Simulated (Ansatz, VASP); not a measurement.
# Si3N4: VASP beside Ansatz

```
Si N
1.0
    -3.23735    3.23735    3.20498
     3.23735   -3.23735    3.20498
     3.23735    3.23735   -3.20498
Si N
6 8
Direct
  0.25000 0.12458 0.87458
  0.87542 0.25000 0.12542
  0.75000 0.37542 0.62542
  0.62458 0.75000 0.37458
  0.12500 0.87500 0.25000
  0.37500 0.62500 0.75000
  0.56132 0.56073 0.56153
  0.43927 0.50080 0.00058
  0.49920 0.99978 0.93847
  0.00022 0.43868 0.49942
  0.93868 0.50022 0.99942
  0.06073 0.06132 0.06153
  0.00080 0.93927 0.50058
  0.49978 0.99920 0.43847
```

Change from the starting cell: z stretched by -1 %, ions relaxed.

Alike in both runs: functional PBE; k mesh 6 × 6 × 6; occupations fermi-dirac, width 0.02 eV; no spin polarisation.

Ansatz relaxed the structure, and its values are those at the end. VASP's run is a single point on that final structure, the one shown.

|  | VASP | Ansatz |
| --- | --- | --- |
| version | VASP 6.6.1 | Ansatz 0.2.0 |
| potentials or method | VASP PAW PBE potentials, release 64 (Si, N) | plane-wave PAW, scalar-relativistic |
| plane-wave cutoff (eV) | 520 | 420 |
| valence electrons in the cell | 64 | 64 |

```tsv
	VASP	Ansatz	Ansatz less VASP
gap on the k mesh at the Fermi level (eV)	4.11	4.11	+0.005
pressure (GPa)	4.2	4.5	+0.29
rms of the force components (eV/Å)	0.006	0.005	-0.0011
```

With one functional, cell and mesh, what is left measures potentials, basis and numerics. Ansatz's warnings: stress scf threshold loose.
